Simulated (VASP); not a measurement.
# InSe (R3m) in VASP: further runs

InSe is run at these levels: LDA; tasks: single point.

Program: VASP 6.6.1. These are calculated values, not measurements. Logs are shortened: lines on timing, memory, paths and dates and some standing lists are left out, and cuts for length are marked.

**1. The cell of the first run**

Symmetry: R3m, No. 160, trigonal system. Conventional cell: a = 3.975 Å, b = 3.975 Å, c = 24.383 Å, α = 90.00°, β = 90.00°, γ = 120.00°. Within 3.5 Å of In (site symmetry 3m) lie 3 Se at 2.62 Å and 1 In at 2.74 Å. Within 3.5 Å of In (site symmetry 3m) lie 3 Se at 2.62 Å and 1 In at 2.74 Å. Se (site symmetry 3m) has 3 In at 2.62 Å within 3.5 Å. Se (site symmetry 3m) has 3 In at 2.62 Å within 3.5 Å.

**2. Single point, LDA**

Input file INCAR:

```
SYSTEM = InSe
PREC = Accurate
ENCUT = 520
EDIFF = 1E-6
ISMEAR = -1
SIGMA = 0.02
LREAL = .FALSE.
LASPH = .TRUE.
NELM = 80
ALGO = Normal
ISIF = 2
LWAVE = .FALSE.
LCHARG = .FALSE.
GGA = CA
NBANDS = 27
```

Input file KPOINTS:

```
Automatic mesh
0
G
  7 7 7
  0 0 0
```

Input file POSCAR:

```
InSe
1.0
    1.9874512734      1.1474555277      8.1277512801
   -1.9874512734      1.1474555277      8.1277512801
    0.0000000000     -2.2949110554      8.1277512801
In Se
2 2
Direct
   -0.0005544345     -0.0005544345     -0.0005544345
    0.1119220368      0.1119220368      0.1119220368
    0.6141719878      0.6141719878      0.6141719878
    0.8304604099      0.8304604099      0.8304604099
```

Potentials or basis: VASP PAW LDA potentials, release 64 (In_d, Se).

Launch:

```bash
$ cat potpaw_LDA.64/In_d/POTCAR potpaw_LDA.64/Se/POTCAR > POTCAR
$ mpirun -np 1 vasp_std > vasp.out
```

OUTCAR:

```text
SYSTEM = InSe
   PREC = Accurate
   ENCUT = 520
   EDIFF = 1E-6
   ISMEAR = -1
   LREAL = .FALSE.
   LASPH = .TRUE.
   NELM = 80
   ISIF = 2
   GGA = CA

 ion  position               nearest neighbor table
   1  0.999  0.999  0.999-   3 2.62   3 2.62   3 2.62   2 2.74
   2  0.112  0.112  0.112-   4 2.62   4 2.62   4 2.62   1 2.74
   3  0.614  0.614  0.614-   1 2.62   1 2.62   1 2.62
   4  0.830  0.830  0.830-   2 2.62   2 2.62   2 2.62

  LATTYP: Found a trigonal (rhomboedric) cell.
 ALAT       =     8.4455288540
 COS(alpha) =     0.8892434867

  Lattice vectors:

 A1 = (   1.9874512734,   1.1474555277,   8.1277512801)
 A2 = (  -1.9874512734,   1.1474555277,   8.1277512801)
 A3 = (   0.0000000000,  -2.2949110554,   8.1277512801)

Analysis of symmetry for initial positions (statically):
=====================================================================
 Subroutine PRICEL returns:
 Original cell was already a primitive cell.

 Routine SETGRP: Setting up the symmetry group for a
 trigonal (rhombohedral) supercell.

 Subroutine GETGRP returns: Found  6 space group operations
 (whereof  6 operations were pure point group operations)
 out of a pool of 12 trial point group operations.

The static configuration has the point symmetry C_3v.

Analysis of symmetry for dynamics (positions and initial velocities):
=====================================================================
 Subroutine PRICEL returns:
 Original cell was already a primitive cell.

 Routine SETGRP: Setting up the symmetry group for a
 trigonal (rhombohedral) supercell.

 Subroutine GETGRP returns: Found  6 space group operations
 (whereof  6 operations were pure point group operations)
 out of a pool of 12 trial point group operations.

The dynamic configuration has the point symmetry C_3v.

 Subroutine INISYM returns: Found  6 space group operations
 (whereof  6 operations are pure point group operations),
 and found     1 'primitive' translations

----------------------------------------------------------------------------------------

                                     Primitive cell

  volume of cell :     111.2126

  direct lattice vectors                    reciprocal lattice vectors
     1.987451273  1.147455528  8.127751280     0.251578495  0.145248912  0.041011754
    -1.987451273  1.147455528  8.127751280    -0.251578495  0.145248912  0.041011754
     0.000000000 -2.294911055  8.127751280     0.000000000 -0.290497823  0.041011754

  length of vectors
     8.445528854  8.445528854  8.445528854     0.293378509  0.293378509  0.293378509

  position of ions in fractional coordinates (direct lattice)
     0.999445565  0.999445565  0.999445565
     0.111922037  0.111922037  0.111922037
     0.614171988  0.614171988  0.614171988
     0.830460410  0.830460410  0.830460410

  ion indices of the primitive-cell ions
   primitive index   ion index
                 1           1
                 2           2
                 3           3
                 4           4

----------------------------------------------------------------------------------------

 KPOINTS: Automatic mesh

Automatic generation of k-mesh.
 Grid dimensions read from file:
 generate k-points for:    7    7    7

 Generating k-lattice:

  Cartesian coordinates                     Fractional coordinates (reciprocal lattice)
     0.035939785  0.020749845  0.005858822     0.142857143  0.000000000 -0.000000000
    -0.035939785  0.020749845  0.005858822     0.000000000  0.142857143 -0.000000000
     0.000000000 -0.041499689  0.005858822    -0.000000000 -0.000000000  0.142857143

  Length of vectors
     0.041911216  0.041911216  0.041911216

  Shift w.r.t. Gamma in fractional coordinates (k-lattice)
     0.000000000  0.000000000  0.000000000

 Subroutine IBZKPT returns following result:
 ===========================================

 Found     44 irreducible k-points:

 Following reciprocal coordinates:
            Coordinates               Weight
  0.000000  0.000000  0.000000      1.000000
  0.142857 -0.000000  0.000000      6.000000
  0.285714  0.000000 -0.000000      6.000000
  0.428571  0.000000 -0.000000      6.000000
  0.142857  0.142857  0.000000      6.000000
  0.285714  0.142857 -0.000000     12.000000
[... 16 lines left out ...]
  0.285714  0.285714  0.142857      6.000000
  0.428571  0.285714  0.142857     12.000000
 [... further k-points ...]
   k-points           NKPTS =     44   k-points in BZ     NKDIM =     44   number of bands    NBANDS=     27
   number of dos      NEDOS =    301   number of ions     NIONS =      4
   total plane-waves  NPLWV = 262144
   dimension x,y,z NGX =    64 NGY =   64 NGZ =   64
   dimension x,y,z NGXF=   128 NGYF=  128 NGZF=  128
   ions per type =               2   2
   NGX,Y,Z   is equivalent  to a cutoff of  12.60, 12.60, 12.60 a.u.
   NGXF,Y,Z  is equivalent  to a cutoff of  25.20, 25.20, 25.20 a.u.
 SYSTEM =  InSe
   PREC   = accura    normal or accurate (medium, high low for compatibility)
   ISTART =      0    job   : 0-new  1-cont  2-samecut
   ICHARG =      2    charge: 1-file 2-atom 10-const
   ISPIN  =      1    spin polarized calculation?
   LNONCOLLINEAR =      F non collinear calculations
   LSORBIT =      F    spin-orbit coupling
   LASPH  =      T    aspherical Exc in radial PAW
   ENCUT  =  520.0 eV  38.22 Ry    6.18 a.u.  15.70 15.70 15.70*2*pi/ulx,y,z
   NELM   =     80;   NELMIN=  2; NELMDL= -5     # of ELM steps
   EDIFF  = 0.1E-05   stopping-criterion for ELM
   LREAL  =      F    real-space projection
   EDIFFG = 0.1E-04   stopping-criterion for IOM
   NSW    =      0    number of steps for IOM
   IBRION =     -1    ionic relax: 0-MD 1-quasi-New 2-CG
   NFREE  =      0    steps in history (QN), initial steepest desc. (CG)
   ISIF   =      2    stress and relaxation
   ISYM   =      2    0-nonsym 1-usesym 2-fastsym
   POTIM  = 0.5000    time-step for ionic-motion
   TEBEG  =    0.0;   TEEND  =   0.0 temperature during run
   PSTRESS=    0.0 pullay stress
   NELECT =      38.0000    total number of electrons
   NUPDOWN=      -1.0000    fix difference up-down
   EMIN   =  10.00;   EMAX   =-10.00  energy-range for DOS
   EFERMI =   0.00;   METHOD = LEGACY
   ISMEAR =    -1;   SIGMA  =   0.02  broadening in eV -4-tet -1-fermi 0-gaus
   EFERMI_NEDOS =   21; number of points for ismear=-14 and -15
   IALGO  =     38    algorithm
   IMIX   =      4    mixing-type and parameters
     AMIX     =   0.40;   BMIX     =  1.00
     AMIX_MAG =   1.60;   BMIX_MAG =  1.00
  volume/ion in A,a.u.               =      27.80       187.62
  Fermi-wavevector in a.u.,A,eV,Ry     =   1.144506  2.162803 17.822186  1.309894
  Thomas-Fermi vector in A             =   2.281198
   LORBIT       =      0    0 simple, 1 ext, 2 COOP (PROOUT), +10 PAW based schemes
   GGA     = CA    functional components
   LHFCALC =     F    Hartree Fock is set to
   AEXX    =    0.0000 exact exchange contribution
   IVDW    =     0    specifies the selected vdW correction
   LEPSILON=     F    determine dielectric tensor
   LRPA    =     F    only Hartree local field effects (RPA)
 non-spin polarized calculation
  energy-cutoff  :      520.00
  volume of cell :      111.21
 maximum number of plane-waves:      3037
   NGX = 31   NGY = 31   NGZ = 31

 number of electron      38.0000000 magnetization

 Free energy of the ion-electron system (eV)
  ---------------------------------------------------
  ext. energy  EPLUGINS =         0.00000000
  ---------------------------------------------------
  free energy    TOTEN  =       -16.66949723 eV

  energy without entropy =      -16.66949722  energy(sigma->0) =      -16.66949723

 E-fermi :   4.6804     XC(G=0):  -9.4985

 val. band max:        4.3547537882   @ k =  -0.4286   0.4286   0.4286
 cond. band min:       4.9839705486   @ k =   0.4286   0.4286   0.4286
 fundamental gap:      0.6292167604
 Fermi energy:         4.6804220636

 k-point     1 :       0.0000    0.0000    0.0000
  band No.  band energies     occupation
      1     -10.4178      2.00000
      2     -10.1967      2.00000
      3     -10.1967      2.00000
      4     -10.0953      2.00000
      5     -10.0953      2.00000
      6     -10.0866      2.00000
[... 19 lines left out ...]
     26       9.8402      0.00000
     27      12.0310      0.00000

 k-point     2 :       0.1429   -0.0000    0.0000
  band No.  band energies     occupation
      1     -10.4219      2.00000
      2     -10.2861      2.00000
      3     -10.1941      2.00000
      4     -10.1921      2.00000
      5     -10.0936      2.00000
      6     -10.0796      2.00000
[... 19 lines left out ...]
     26      10.3052      0.00000
     27      11.4569      0.00000

 k-point     3 :       0.2857    0.0000   -0.0000
  band No.  band energies     occupation
      1     -10.4876      2.00000
      2     -10.3516      2.00000
      3     -10.3388      2.00000
      4     -10.1931      2.00000
      5     -10.1081      2.00000
      6     -10.0446      2.00000
[... 19 lines left out ...]
     26      10.9917      0.00000
     27      11.4180      0.00000

 k-point     4 :       0.4286    0.0000   -0.0000
  band No.  band energies     occupation
      1     -10.5602      2.00000
      2     -10.4292      2.00000
      3     -10.3488      2.00000
      4     -10.1952      2.00000
      5     -10.1195      2.00000
      6     -10.0171      2.00000
[... 19 lines left out ...]
     26      10.9484      0.00000
     27      11.4092      0.00000
[... 516 lines left out ...]
      4     -10.1934      2.00000
      5     -10.1081      2.00000
      6     -10.0445      2.00000
[... 19 lines left out ...]
     26      10.9713      0.00000
     27      11.2908      0.00000

 k-point    23 :       0.2857    0.2857    0.1429
  band No.  band energies     occupation
      1     -10.4207      2.00000
      2     -10.2797      2.00000
      3     -10.2013      2.00000
      4     -10.1945      2.00000
      5     -10.0935      2.00000
      6     -10.0795      2.00000
[... 19 lines left out ...]
     26      10.2739      0.00000
     27      11.7212      0.00000

 k-point    24 :       0.4286    0.2857    0.1429
  band No.  band energies     occupation
      1     -10.4523      2.00000
      2     -10.3425      2.00000
      3     -10.3139      2.00000
      4     -10.1964      2.00000
      5     -10.0997      2.00000
      6     -10.0578      2.00000
[... 19 lines left out ...]
     26      10.9541      0.00000
     27      11.5591      0.00000

 [... further k-points ...]
[... 5 lines left out ...]
  --------------------------------------------------------------------------------------
  -------------------------------------------------------------------------------------
  Total        0.1057388      0.1057388      0.1095487      0.0000000     -0.0000000      0.0000000
  in kB        1.5233186      1.5233186      1.5782058      0.0000000     -0.0000000      0.0000000
  external PRESSURE =       1.5416144 kB  Pullay stress =       0.0000000 kB

 VOLUME and BASIS-vectors are now :
 -----------------------------------------------------------------------------
  energy-cutoff  :      520.00
  volume of cell :      111.21
      direct lattice vectors                 reciprocal lattice vectors
     1.987451273  1.147455528  8.127751280     0.251578495  0.145248912  0.041011754
    -1.987451273  1.147455528  8.127751280    -0.251578495  0.145248912  0.041011754
     0.000000000 -2.294911055  8.127751280     0.000000000 -0.290497823  0.041011754

 POSITION                                       TOTAL-FORCE (eV/Angst)
 -----------------------------------------------------------------------------------
      0.00000      0.00000     24.36973         0.000000      0.000000      0.014238
      0.00000      0.00000      2.72902         0.000000      0.000000     -0.014093
      0.00000      0.00000     14.97551         0.000000      0.000000     -0.028351
      0.00000      0.00000     20.24933         0.000000     -0.000000      0.028205
 -----------------------------------------------------------------------------------
    total drift:                               -0.000000     -0.000000     -0.000055

  FREE ENERGIE OF THE ION-ELECTRON SYSTEM (eV)
  ---------------------------------------------------
  free  energy   TOTEN  =       -16.6694972262 eV

  energy  without entropy=      -16.6694972242  energy(sigma->0) =      -16.66949723
```

Run time: 10 min. Hardware: 1 thread of Intel Xeon Platinum 8259CL at 2.50GHz (Skylake/Cascade Lake), shared host; peak memory 0.46 GiB.

Results:

- Free energy: -16.6695 eV
- Pressure: 0.2 GPa
- Largest force: 0.028 eV/Å
- Band gap on the k mesh: 0.63 eV, indirect (least direct gap 0.69 eV)

Forces in eV/Å, atoms in the order of the input:
```
In   0.000  0.000  0.014
In   0.000  0.000 -0.014
Se   0.000  0.000 -0.028
Se   0.000  0.000  0.028
```

Levels at points of the mesh, in eV from the valence-band top:
```
           k point  band 16  band 17  band 18  band 19  band 20  band 21  band 22  band 23
(0.00, 0.00, 0.00)    -1.29    -1.29    -1.12    -1.12     1.88     2.10     4.36     4.36
```

Caveat: spin-orbit coupling is left out, which moves the levels of the heavy elements.

(Part 1 of 2 ends here.)
